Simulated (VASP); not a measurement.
Wanted: the native input for a VASP 6.6.1 run.

| Item | Value |
| --- | --- |
| Task | single point |
| Functional | r2SCAN |
| Dispersion | D3(BJ) |
| Potentials or basis | VASP PAW PBE potentials, release 64 (S, C, H) |
| Cutoff | 520 eV |
| k mesh | 1 × 1 × 1 |
| Occupations | fermi-dirac, width 0.02 eV |
| Spin | no spin polarisation |
| Dipole correction | no |
| Further INCAR settings | LREAL = Auto; ALGO = Normal; EDIFF = 1e-07; NBANDS = 69 |

H12C5S2:

```
CELL_PARAMETERS angstrom
7.68799 0.00000 0.00000
0.00000 7.68799 0.00000
0.00000 0.00000 7.68799
ATOMIC_POSITIONS crystal
S 0.68589 0.67769 0.52051
S 0.55143 0.31225 0.62488
S 0.98571 0.24136 0.11900
S 0.86868 0.01671 0.80337
C 0.61767 0.49565 0.57387
C 0.92658 0.12987 0.96080
C 0.14066 0.75324 0.10856
C 0.97677 0.73430 0.21650
C 0.57599 0.58597 0.01101
C 0.54379 0.44766 0.14903
C 0.09492 0.49558 0.69201
C 0.09721 0.39911 0.51984
C 0.33197 0.95124 0.70279
C 0.29831 0.93585 0.50861
H 0.24726 0.67785 0.16309
H 0.11977 0.70775 0.97631
H 0.18314 0.88807 0.10210
H 0.87162 0.81595 0.16747
H 0.92989 0.60057 0.21601
H 0.00021 0.77037 0.35131
H 0.46797 0.59392 0.91911
H 0.59236 0.71510 0.06899
H 0.69363 0.55679 0.93672
H 0.65740 0.43230 0.23220
H 0.43422 0.48200 0.23318
H 0.51514 0.32060 0.09078
H 0.07878 0.63505 0.67196
H 0.98805 0.45121 0.77412
H 0.21569 0.47604 0.76447
H 0.12055 0.26057 0.53792
H 0.97277 0.41356 0.45320
H 0.19820 0.44942 0.43362
H 0.28698 0.07568 0.75408
H 0.26423 0.84985 0.77443
H 0.46961 0.93794 0.73316
H 0.32673 0.80520 0.46150
H 0.16287 0.96372 0.47775
H 0.37766 0.02648 0.43320
```

The input as run:

POSCAR

```
H12C5S2
1.0
    7.6879890000      0.0000000000      0.0000000000
    0.0000000000      7.6879890000      0.0000000000
    0.0000000000      0.0000000000      7.6879890000
S C H
4 10 24
Direct
    0.6858901513      0.6776915516      0.5205121534
    0.5514278146      0.3122504842      0.6248772128
    0.9857062985      0.2413562206      1.1190023116
    0.8686758538      0.0167130995      0.8033713373
    0.6176728041      0.4956490204      0.5738745201
    0.9265756016      0.1298729777      0.9608045470
    0.1406623002      0.7532439552      0.1085605320
   -0.0232325701      0.7343035257      0.2165013683
    0.5759868848      0.5859675661      0.0110076515
    0.5437883774      0.4476562951      0.1490290163
    0.0949244518      0.4955788059      0.6920067392
    0.0972094412      0.3991053390      0.5198427215
    0.3319678270      0.9512414518      0.7027851015
    0.2983121274      0.9358522657      0.5086134084
    0.2472620515      0.6778523156      0.1630918555
    0.1197656757      0.7077481757     -0.0236918453
    0.1831418166      0.8880695351      0.1020998174
   -0.1283846947      0.8159474007      0.1674749303
   -0.0701119899      0.6005677290      0.2160056815
    0.0002126676      0.7703707593      0.3513057107
    0.4679679260      0.5939238771     -0.0808942503
    0.5923579874      0.7150952492      0.0689938198
    0.6936306714      0.5567850310     -0.0632808334
    0.6574039156      0.4323026935      0.2322023941
    0.4342235832      0.4819985688      0.2331773175
    0.5151419623      0.3205992291      0.0907844367
    0.0787779329      0.6350493035      0.6719550871
   -0.0119486625      0.4512110205      0.7741211023
    0.2156935324      0.4760436283      0.7644655147
    0.1205503319      0.2605691699      0.5379232304
   -0.0272288501      0.4135592125      0.4531981862
    0.1982030257      0.4494200612      0.4336176004
    0.2869809034      1.0756803974      0.7540801116
    0.2642297992      0.8498469586      0.7744342116
    0.4696104908      0.9379429570      0.7331610979
    0.3267316453      0.8052020366      0.4615008985
    0.1628665939      0.9637243046      0.4777464927
    0.3776587207      1.0264804271      0.4331960110
```

INCAR.step1

```
ALGO     = Normal         # electronic algorithm
EDIFF    = 1E-4           # SCF threshold, eV
ENCUT    = 520            # plane-wave cutoff, eV
GGA      = PE             # functional
ISMEAR   = -1             # smearing method
LASPH    = T              # aspherical terms in the spheres
LCHARG   = F              # write CHGCAR
LREAL    = Auto         
LWAVE    = T              # write WAVECAR
NBANDS   = 69             # bands
NELM     = 80             # most SCF steps
PREC     = Accurate       # precision mode
SIGMA    = 0.02           # smearing width, eV
```

INCAR.step2

```
ALGO     = Normal         # electronic algorithm
EDIFF    = 1E-7           # SCF threshold, eV
ENCUT    = 520            # plane-wave cutoff, eV
ISIF     = 2              # what is computed and relaxed
ISMEAR   = -1             # smearing method
ISTART   = 1            
IVDW     = 12             # dispersion correction
LASPH    = T              # aspherical terms in the spheres
LCHARG   = F              # write CHGCAR
LMIXTAU  = T            
LREAL    = Auto         
LWAVE    = F              # write WAVECAR
METAGGA  = R2SCAN         # meta-GGA
NBANDS   = 69             # bands
NELM     = 80             # most SCF steps
PREC     = Accurate       # precision mode
SIGMA    = 0.02           # smearing width, eV
VDW_A1   = 0.49484001   
VDW_A2   = 5.73083694   
VDW_S6   = 1.0          
VDW_S8   = 0.78981345
```

KPOINTS

```
k-points
0
Gamma
  1 1 1
```

Potentials or basis: VASP PAW PBE potentials, release 64 (S, C, H).

Command:

```console
$ cat potpaw_PBE.64/S/POTCAR potpaw_PBE.64/C/POTCAR potpaw_PBE.64/H/POTCAR > POTCAR
$ cp INCAR.step1 INCAR
$ mpirun -np 1 vasp_gam > vasp.out
$ cp INCAR.step2 INCAR
$ mpirun -np 1 vasp_gam > vasp.out
```

Results of the run:

```
Pressure                   : 0.2 GPa
Largest force              : 0.531 eV/Å
Band gap on the k mesh     : 3.92 eV
Dispersion energy per atom : -0.029 eV
```

Caveat: the k points lie up to 0.82 Å⁻¹ apart; the PAW data sets were made with another functional, which shifts forces and pressure a little.

Wall time 5 min on 1 thread of Intel(R) Xeon(R) Platinum 8259CL CPU @ 2.50GHz (Skylake/Cascade Lake), on a shared host, peak memory 0.53 GiB.
